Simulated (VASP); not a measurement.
Set up this calculation in VASP 6.6.1, as the native input.

```yaml
Task: relaxation of cell and atoms
Functional: PBE
Potentials_or_basis: VASP PAW PBE potentials, release 64 (Sn_d, Te)
Cutoff: 600 eV
k_mesh: 11 × 11 × 11
Occupations: fermi-dirac, width 0.1 eV
Spin: no spin polarisation
Target_pressure: 8.5 GPa
Dipole_correction: no
Further_INCAR_settings: ALGO = Normal; EDIFF = 1e-07; IBRION = 2; EDIFFG = -0.005; NSW = 32; ISIF = 3
```

The structure of SnTe (zincblende type) lies in POSCAR:

```
SnTe
1.0
    0.0000000000      3.3359189793      3.3359189793
    3.3359189793      0.0000000000      3.3359189793
    3.3359189793      3.3359189793      0.0000000000
Sn Te
1 1
Direct
    0.0000000000      0.0000000000      0.0000000000
    0.2500000000      0.2500000000      0.2500000000
```

These files were run (other wordings do the same):

INCAR

```
SYSTEM = SnTe
ALGO = Normal
EDIFF = 1E-7
EDIFFG = -0.005
ENCUT = 600
GGA = PE
IBRION = 2
ISIF = 3
ISMEAR = -1
LASPH = .TRUE.
LCHARG = .FALSE.
LREAL = .FALSE.
LWAVE = .FALSE.
NELM = 80
NSW = 32
PREC = Accurate
PSTRESS = 85.0
SIGMA = 0.1
```

KPOINTS

```
k-points
0
G
  11 11 11
  0 0 0
```

Potentials or basis: VASP PAW PBE potentials, release 64 (Sn_d, Te).

Launch:

```console
$ cat potpaw_PBE.64/Sn_d/POTCAR potpaw_PBE.64/Te/POTCAR > POTCAR
$ mpirun -np 1 vasp_std > vasp.out
```

It gave:

* Pressure after relaxing: 8.5 GPa
* Band gap on the k mesh: zero (bands 10 and 11 overlap by 0.58 eV)

Caveat: the relaxation stopped at its first step, so nothing moved; the cell is relaxed towards a set pressure, so the run minimises the enthalpy, not the energy; semilocal functionals underestimate gaps, so a narrow gap can read as zero; spin-orbit coupling is left out, which moves the levels of the heavy elements.

Run time: 45 s on 1 thread of AMD EPYC 9R45 96-Core Processor (Zen 5), on a shared host, peak memory 0.25 GiB.
